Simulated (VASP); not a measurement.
# V (P6_3/mmc) in VASP: notebook

The runs below take V through single point, relaxation of cell and atoms, with PBEsol.

Everything below comes from runs of VASP 6.6.1. Logs are shortened: lines on timing, memory, paths and dates and some standing lists are left out, and cuts for length are marked.

### Step 1. The cell of the first run

Symmetry: P6_3/mmc, No. 194, hexagonal system. Conventional cell: a = 2.547 Å, b = 2.547 Å, c = 4.616 Å, α = 90.00°, β = 90.00°, γ = 120.00°. V (site symmetry -6m2) has 12 V at 2.55 to 2.74 Å within 3.4 Å.

This isn't the form of V at room conditions, which is bcc.

### Step 2. Single point, PBEsol, collinear spin, ferromagnetic start

The input, INCAR:

```
PREC = Accurate
ENCUT = 520
EDIFF = 1E-6
ISMEAR = -1
SIGMA = 0.05
LREAL = F
LASPH = T
NELM = 150
ALGO = Normal
ISIF = 2
LWAVE = F
LCHARG = F
ISPIN = 2
MAGMOM = 2 2
LORBIT = 11
LMAXMIX = 4
GGA = PS
NBANDS = 24
```

The input, KPOINTS:

```
Automatic mesh
0
Gamma
  12 12 6
```

The input, POSCAR:

```
V
1.0
    2.5473584228      0.0000000000      0.0000000000
   -1.2736792114      2.2060771067      0.0000000000
    0.0000000000      0.0000000000      4.6163800618
V
2
Direct
    0.3333333333      0.6666666667      0.2500000000
    0.6666666667      0.3333333333      0.7500000000
```

Potentials or basis: VASP PAW PBE potentials, release 64 (V_sv).

Run with:

```
cat potpaw_PBE.64/V_sv/POTCAR > POTCAR
mpirun -np 1 vasp_std > vasp.out
```

OUTCAR:

```text
PREC = Accurate
   ENCUT = 520
   EDIFF = 1E-6
   ISMEAR = -1
   LREAL = F
   LASPH = T
   NELM = 150
   ISIF = 2
   ISPIN = 2
   LORBIT = 11
   GGA = PS

 ion  position               nearest neighbor table
   1  0.333  0.667  0.250-   2 2.74   2 2.74   2 2.74   2 2.74   2 2.74   2 2.74
   2  0.667  0.333  0.750-   1 2.74   1 2.74   1 2.74   1 2.74   1 2.74   1 2.74

  LATTYP: Found a hexagonal cell.
 ALAT       =     2.5473584228
 C/A-ratio  =     1.8122224264

  Lattice vectors:

 A1 = (   2.5473584228,   0.0000000000,   0.0000000000)
 A2 = (  -1.2736792114,   2.2060771067,   0.0000000000)
 A3 = (   0.0000000000,   0.0000000000,   4.6163800618)

Analysis of symmetry for initial positions (statically):
=====================================================================
 Subroutine PRICEL returns:
 Original cell was already a primitive cell.

 Routine SETGRP: Setting up the symmetry group for a
 hexagonal supercell.

 Subroutine GETGRP returns: Found 24 space group operations
 (whereof 12 operations were pure point group operations)
 out of a pool of 24 trial point group operations.

The static configuration has the point symmetry D_3d.
 The point group associated with its full space group is D_6h.

Analysis of symmetry for dynamics (positions and initial velocities):
=====================================================================
 Subroutine PRICEL returns:
 Original cell was already a primitive cell.

 Routine SETGRP: Setting up the symmetry group for a
 hexagonal supercell.

 Subroutine GETGRP returns: Found 24 space group operations
 (whereof 12 operations were pure point group operations)
 out of a pool of 24 trial point group operations.

The dynamic configuration has the point symmetry D_3d.
 The point group associated with its full space group is D_6h.

Analysis of structural, dynamic, and magnetic symmetry:
=====================================================================
 Subroutine PRICEL returns:
 Original cell was already a primitive cell.

 Routine SETGRP: Setting up the symmetry group for a
 hexagonal supercell.

 Subroutine GETGRP returns: Found 24 space group operations
 (whereof 12 operations were pure point group operations)
 out of a pool of 24 trial point group operations.

The overall configuration has the point symmetry D_3d.
 The point group associated with its full space group is D_6h.

 Subroutine INISYM returns: Found 24 space group operations
 (whereof 12 operations are pure point group operations),
 and found     1 'primitive' translations

----------------------------------------------------------------------------------------

                                     Primitive cell

  volume of cell :      25.9425

  direct lattice vectors                    reciprocal lattice vectors
     2.547358423  0.000000000  0.000000000     0.392563524  0.226646656  0.000000000
    -1.273679211  2.206077107  0.000000000     0.000000000  0.453293313  0.000000000
     0.000000000  0.000000000  4.616380062     0.000000000  0.000000000  0.216619946

  length of vectors
     2.547358423  2.547358423  4.616380062     0.453293313  0.453293313  0.216619946

  position of ions in fractional coordinates (direct lattice)
     0.333333333  0.666666667  0.250000000
     0.666666667  0.333333333  0.750000000

  ion indices of the primitive-cell ions
   primitive index   ion index
                 1           1
                 2           2

----------------------------------------------------------------------------------------

 KPOINTS: Automatic mesh

Automatic generation of k-mesh.
 Grid dimensions read from file:
 generate k-points for:   12   12    6

 Generating k-lattice:

  Cartesian coordinates                     Fractional coordinates (reciprocal lattice)
     0.032713627  0.018887221  0.000000000     0.083333333  0.000000000  0.000000000
     0.000000000  0.037774443  0.000000000     0.000000000  0.083333333  0.000000000
     0.000000000  0.000000000  0.036103324     0.000000000  0.000000000  0.166666667

  Length of vectors
[... 58 lines left out ...]
  band No.  band energies     occupation
      1     -53.1245      1.00000
      2     -53.0527      1.00000
      3     -27.4747      1.00000
      4     -27.3808      1.00000
      5     -27.2306      1.00000
      6     -26.8591      1.00000
[... 16 lines left out ...]
     23      26.0851      0.00000
     24      28.3187      0.00000

 [... further k-points ...]

 spin component 2

 k-point     1 :       0.0000    0.0000    0.0000
  band No.  band energies     occupation
      1     -53.3196      1.00000
      2     -53.1750      1.00000
      3     -27.5995      1.00000
      4     -26.7957      1.00000
      5     -26.6395      1.00000
      6     -26.6395      1.00000
[... 16 lines left out ...]
     23      29.0239      0.00000
     24      31.3577      0.00000

 k-point     2 :       0.0833    0.0000    0.0000
  band No.  band energies     occupation
      1     -53.3034      1.00000
      2     -53.1631      1.00000
      3     -27.5758      1.00000
      4     -26.7969      1.00000
      5     -26.7125      1.00000
      6     -26.6588      1.00000
[... 16 lines left out ...]
     23      29.0003      0.00000
     24      31.2303      0.00000

 k-point     3 :       0.1667    0.0000    0.0000
  band No.  band energies     occupation
      1     -53.2586      1.00000
      2     -53.1310      1.00000
      3     -27.5090      1.00000
      4     -26.9115      1.00000
      5     -26.8399      1.00000
      6     -26.8022      1.00000
[... 16 lines left out ...]
     23      29.8288      0.00000
     24      30.8100      0.00000
[... 514 lines left out ...]
 k-point    23 :       0.2500    0.0000    0.1667
  band No.  band energies     occupation
      1     -53.1885      1.00000
      2     -53.0952      1.00000
      3     -27.3936      1.00000
      4     -27.1641      1.00000
      5     -27.1150      1.00000
      6     -26.8375      1.00000
[... 16 lines left out ...]
     23      28.2107      0.00000
     24      29.5315      0.00000

 k-point    24 :       0.3333    0.0000    0.1667
  band No.  band energies     occupation
      1     -53.1242      1.00000
      2     -53.0524      1.00000
      3     -27.4745      1.00000
      4     -27.3805      1.00000
      5     -27.2303      1.00000
      6     -26.8589      1.00000
[... 16 lines left out ...]
     23      26.0853      0.00000
     24      28.3189      0.00000

 [... further k-points ...]

------------------------ aborting loop because EDIFF is reached ----------------------------------------

  FORCE on cell =-STRESS in cart. coord.  units (eV):
  Direction    XX          YY          ZZ          XY          YZ          ZX
  --------------------------------------------------------------------------------------
  -------------------------------------------------------------------------------------
  Total        0.8552275      0.8552275      0.8465987      0.0000000      0.0000000      0.0000000
  in kB       52.8177555     52.8177555     52.2848491      0.0000000      0.0000000      0.0000000
  external PRESSURE =      52.6401200 kB  Pullay stress =       0.0000000 kB

 VOLUME and BASIS-vectors are now :
 -----------------------------------------------------------------------------
  energy-cutoff  :      520.00
  volume of cell :       25.94
      direct lattice vectors                 reciprocal lattice vectors
     2.547358423  0.000000000  0.000000000     0.392563524  0.226646656  0.000000000
    -1.273679211  2.206077107  0.000000000     0.000000000  0.453293313  0.000000000
     0.000000000  0.000000000  4.616380062     0.000000000  0.000000000  0.216619946

 POSITION                                       TOTAL-FORCE (eV/Angst)
 -----------------------------------------------------------------------------------
     -0.00000      1.47072      1.15410         0.000000      0.000000      0.000000
      1.27368      0.73536      3.46229        -0.000000      0.000000      0.000000
 -----------------------------------------------------------------------------------
    total drift:                               -0.000000      0.000000     -0.000000

  FREE ENERGIE OF THE ION-ELECTRON SYSTEM (eV)
  ---------------------------------------------------
  free  energy   TOTEN  =       -18.7414465329 eV

  energy  without entropy=      -18.7193062670  energy(sigma->0) =      -18.73037640

 total charge

# of ion       s       p       d       tot
------------------------------------------
    1        2.365   6.233   3.154  11.751
    2        2.365   6.233   3.154  11.751
--------------------------------------------------
tot          4.730  12.465   6.307  23.503

 magnetization (x)

# of ion       s       p       d       tot
------------------------------------------
    1        0.000   0.000   0.000   0.000
    2        0.000   0.000   0.000   0.000
--------------------------------------------------
tot          0.000   0.000   0.000   0.000
```

It took 41 s on 1 thread of Intel Xeon 6975P-C (Granite Rapids), shared host; peak memory 0.19 GiB.

Results:

| Item | Value |
| --- | --- |
| Free energy | -18.7414 eV |
| Pressure | 5.3 GPa |
| Band gap on the k mesh | zero (filled and empty bands overlap) |
| Net moment | 0.00 μB per cell |
| Valence electrons inside the program's atomic spheres | V 11.75 |

Caveat: the cell stands under pressure; the moments typed at the start vanished in this run; the PAW data sets were made with another functional, which shifts forces and pressure a little.

### Step 3. Single point, PBEsol, collinear spin, ferromagnetic start

This run uses another cell than the first one, of 13.30 Å³/atom.

The input, INCAR:

```
SYSTEM = V
PREC = Accurate ; ENCUT = 520
EDIFF = 1E-6 ; ISMEAR = -1
SIGMA = 0.05 ; LREAL = .False.
LASPH = .True. ; NELM = 150
ALGO = Normal ; ISIF = 2
LWAVE = .False. ; LCHARG = .False.
ISPIN = 2 ; MAGMOM = 2 2
LORBIT = 11 ; LMAXMIX = 4
GGA = PS ; NBANDS = 24
```

The input, KPOINTS:

```
Automatic mesh
0
Gamma
  12 12 6
  0 0 0
```

The input, POSCAR:

```
V
1.0
    2.5690895244      0.0000000000      0.0000000000
   -1.2845447622      2.2248967927      0.0000000000
    0.0000000000      0.0000000000      4.6550268540
V
2
Direct
    0.3333333333      0.6666666667      0.2500000000
    0.6666666667      0.3333333333      0.7500000000
```

Potentials or basis: VASP PAW PBE potentials, release 64 (V_sv).

Run with:

```
cat potpaw_PBE.64/V_sv/POTCAR > POTCAR
mpirun -np 1 vasp_std > vasp.out
```

Wall time 37 s (1 thread of Intel Xeon 6975P-C (Granite Rapids), shared host); peak memory 0.19 GiB.

It converged, with:

```
Free energy                                           : -18.7529 eV
Pressure                                              : 0.2 GPa
Band gap on the k mesh                                : zero (filled and empty bands overlap)
Net moment                                            : 0.00 μB per cell
Valence electrons inside the program's atomic spheres : V 11.71
```

Levels at points of the mesh, in eV from the Fermi level:
Spin up:
```
           k point  band 11  band 12  band 13  band 14  band 15  band 16
(0.00, 0.00, 0.00)    -0.62    -0.15     0.33     0.33     0.67     0.67
(0.50, 0.00, 0.00)    -2.88    -0.40    -0.13     0.33     0.62     3.12
(0.00, 0.00, 0.50)    -1.07    -1.07     0.37     0.37     0.37     0.37
(0.50, 0.00, 0.50)    -1.91    -1.91     1.72     1.72     1.74     1.74
```
Spin down:
| k point | band 9 | band 10 | band 11 | band 12 | band 13 | band 14 | band 15 | band 16 | band 17 | band 18 |
| --- | --- | --- | --- | --- | --- | --- | --- | --- | --- | --- |
| (0.00, 0.00, 0.00) | -6.97 | -3.54 | -0.62 | -0.15 | 0.33 | 0.33 | 0.67 | 0.67 | 1.91 | 1.91 |
| (0.50, 0.00, 0.00) | -3.10 | -2.96 | -2.88 | -0.40 | -0.13 | 0.33 | 0.62 | 3.12 | 3.72 | 3.84 |
| (0.00, 0.00, 0.50) | -5.14 | -5.14 | -1.07 | -1.07 | 0.37 | 0.37 | 0.37 | 0.37 | 2.63 | 2.63 |
| (0.50, 0.00, 0.50) | -3.42 | -3.42 | -1.91 | -1.91 | 1.72 | 1.72 | 1.74 | 1.74 | 3.78 | 3.78 |

Caveat: the moments typed at the start vanished in this run; the PAW data sets were made with another functional, which shifts forces and pressure a little.

### Step 4. Relaxation of cell and atoms, PBEsol, collinear spin, ferromagnetic start

This run uses another cell than the first one, of 13.87 Å³/atom.

The input, INCAR:

```
PREC = Accurate
ENCUT = 600
EDIFF = 1E-7
ISMEAR = -1
SIGMA = 0.05
LREAL = False
LASPH = True
NELM = 150
ALGO = Normal
ISIF = 3
LWAVE = False
LCHARG = False
ISPIN = 2
MAGMOM = 2 2
LORBIT = 11
LMAXMIX = 4
GGA = PS
IBRION = 2
NSW = 80
EDIFFG = -0.005
```

The input, KPOINTS:

```
Automatic mesh
0
Gamma
  12 12 6
```

The input, POSCAR:

```
V
1.0
    2.6042941027      0.0000000000      0.0000000000
   -1.3021470513      2.2553848518      0.0000000000
    0.0000000000      0.0000000000      4.7233360000
V
2
Direct
    0.3333333333      0.6666666667      0.2500000000
    0.6666666667      0.3333333333      0.7500000000
```

Run with:

```
cat potpaw_PBE.64/V_sv/POTCAR > POTCAR
mpirun -np 1 vasp_std > vasp.out
```

Run time: 2.9 min. Hardware: 1 thread of Intel Xeon 6975P-C (Granite Rapids), shared host; peak memory 0.22 GiB.

Results (log left out):

```
Free energy                                           : -18.7540 eV
Relaxed volume                                        : 13.31 Å³/atom
Relaxed cell                                          : a = 2.570 Å, b = 2.570 Å, c = 4.656 Å, α = 90.00°, β = 90.00°, γ = 120.00°
Space group after relaxing (to 0.1 Å)                 : P6_3/mmc (No. 194)
Energy gained by relaxing                             : 12.8 meV/atom
Ionic steps                                           : 9
Pressure after relaxing                               : 0.0 GPa
Band gap on the k mesh                                : zero (filled and empty bands overlap)
Net moment                                            : 0.00 μB per cell
Valence electrons inside the program's atomic spheres : V 11.70
```

The path:
```csv
step,energy change (eV),largest force (eV/Å),pressure (GPa),volume (Å³)
1,0.0000,0.0000,-7.10,27.74
2,0.0135,0.0000,10.19,25.35
3,-0.0256,0.0000,-0.08,26.64
4,-0.0256,0.0000,0.07,26.62
5,-0.0256,0.0000,-0.11,26.64
6,-0.0256,0.0000,-0.02,26.63
7,-0.0256,0.0000,-0.05,26.63
8,-0.0256,0.0000,0.04,26.63
9,-0.0256,0.0000,-0.03,26.63
```

Final structure:
```
CELL_PARAMETERS angstrom
2.56991 0.00000 0.00000
-1.28495 2.22561 0.00000
0.00000 0.00000 4.65565
ATOMIC_POSITIONS crystal
V 0.33333 0.66667 0.25000
V 0.66667 0.33333 0.75000
```

Levels at points of the mesh, in eV from the Fermi level:
Spin up:
```tsv
k point	band 10	band 11	band 12	band 13	band 14	band 15	band 16	band 17
(0.00, 0.00, 0.00)	-3.54	-0.61	-0.15	0.33	0.33	0.67	0.67	1.91
(0.50, 0.00, 0.00)	-2.96	-2.88	-0.40	-0.13	0.33	0.62	3.11	3.71
(0.00, 0.00, 0.50)	-5.14	-1.07	-1.07	0.37	0.37	0.37	0.37	2.62
(0.50, 0.00, 0.50)	-3.41	-1.91	-1.91	1.71	1.71	1.74	1.74	3.78
```
Spin down:
```
           k point  band 9  band 10  band 11  band 12  band 13  band 14  band 15  band 16  band 17  band 18
(0.00, 0.00, 0.00)   -6.96    -3.54    -0.61    -0.15     0.33     0.33     0.67     0.67     1.91     1.91
(0.50, 0.00, 0.00)   -3.10    -2.96    -2.88    -0.40    -0.13     0.33     0.62     3.11     3.71     3.83
(0.00, 0.00, 0.50)   -5.14    -5.14    -1.07    -1.07     0.37     0.37     0.37     0.37     2.62     2.62
(0.50, 0.00, 0.50)   -3.41    -3.41    -1.91    -1.91     1.71     1.71     1.74     1.74     3.78     3.78
```

Caveat: the moments typed at the start vanished in this run; the PAW data sets were made with another functional, which shifts forces and pressure a little.

### Step 5. Single point, PBEsol, collinear spin, ferromagnetic start

This run uses another cell than the first one, of 13.87 Å³/atom.

The input, INCAR:

```
SYSTEM = V
GGA = PS
ISPIN = 2
MAGMOM = 2 2
LORBIT = 11
ISMEAR = 1
SIGMA = 0.1
LWAVE = .FALSE.
LCHARG = .FALSE.
ISIF = 2
PREC = Accurate
LASPH = .TRUE.
LREAL = .FALSE.
ALGO = Normal
EDIFF = 1E-6
NELM = 200
GGA_COMPAT = .FALSE.
ENCUT = 450
LMAXMIX = 4
KPAR = 2
```

The input, KPOINTS:

```
k-points
0
Gamma
  14 14 7
```

POSCAR is that of step 4.

Run with:

```
cat potpaw_PBE.64/V_sv/POTCAR > POTCAR
mpirun -np 2 vasp_std > vasp.out
```

Wall time 17 s (2 MPI ranks of Intel Xeon 6975P-C (Granite Rapids), shared host); peak memory 0.17 GiB.

The run converged. Its results:

```
Free energy                                           : -18.7096 eV
Pressure                                              : -7.7 GPa
Band gap on the k mesh                                : zero (filled and empty bands overlap)
Net moment                                            : 0.00 μB per cell
Valence electrons inside the program's atomic spheres : V 11.63
```

Stress tensor (GPa, compression positive):
```
-7.40  0.00  0.00
 0.00 -7.40  0.00
 0.00  0.00 -8.44
```

Levels at points of the mesh, in eV from the Fermi level:
Spin up:
| k point | band 10 | band 11 | band 12 | band 13 | band 14 | band 15 | band 16 | band 17 |
| --- | --- | --- | --- | --- | --- | --- | --- | --- |
| (0.00, 0.00, 0.00) | -3.43 | -0.57 | -0.22 | 0.34 | 0.34 | 0.65 | 0.65 | 1.83 |
| (0.50, 0.00, 0.00) | -2.85 | -2.71 | -0.37 | -0.17 | 0.31 | 0.61 | 2.96 | 3.53 |
Spin down:
```
           k point  band 10  band 11  band 12  band 13  band 14  band 15  band 16  band 17
(0.00, 0.00, 0.00)    -3.43    -0.57    -0.22     0.34     0.34     0.65     0.65     1.83
(0.50, 0.00, 0.00)    -2.85    -2.71    -0.37    -0.17     0.31     0.61     2.96     3.53
```

Caveat: the cell stands under tension; the moments typed at the start vanished in this run; the PAW data sets were made with another functional, which shifts forces and pressure a little.

### Step 6. The runs side by side

| task | cell | k mesh | cutoff (eV) | smearing | dipole correction | tolerance level | purpose | start | gap on the mesh (eV) | pressure (GPa) | moment (μB) |
| --- | --- | --- | --- | --- | --- | --- | --- | --- | --- | --- | --- |
| single point | a = 2.547, b = 2.547, c = 4.616 Å, angles 90.0, 90.0, 120.0°, 2 atoms | 12 × 12 × 6 | 520 | fermi-dirac 0.05 eV | no | - | - | - | none | 5.3 | 0.00 |
| single point | a = 2.569, b = 2.569, c = 4.655 Å, angles 90.0, 90.0, 120.0°, 2 atoms | 12 × 12 × 6 | 520 | fermi-dirac 0.05 eV | no | - | - | - | none | 0.2 | 0.00 |
| relaxation of cell and atoms | relaxed from a = 2.604, b = 2.604, c = 4.723 Å, angles 90.0, 90.0, 120.0°, 2 atoms | 12 × 12 × 6 | 600 | fermi-dirac 0.05 eV | no | - | - | - | none | 0.0 | 0.00 |
| single point | a = 2.604, b = 2.604, c = 4.723 Å, angles 90.0, 90.0, 120.0°, 2 atoms | 14 × 14 × 7 | 450 | methfessel-paxton 0.1 eV | - | tight | restart | from scratch | none | -7.7 | 0.00 |

Alike in all rows: level PBEsol; potentials or basis VASP PAW PBE potentials, release 64 (V_sv); spin collinear, ferromagnetic start.

Caveats: the moments typed at the start vanished in this run; the PAW data sets were made with another functional, which shifts forces and pressure a little; the cell stands under pressure (at least some runs); the cell stands under tension (at least some runs).

Absolute energies hang on the potentials; compare differences alone.
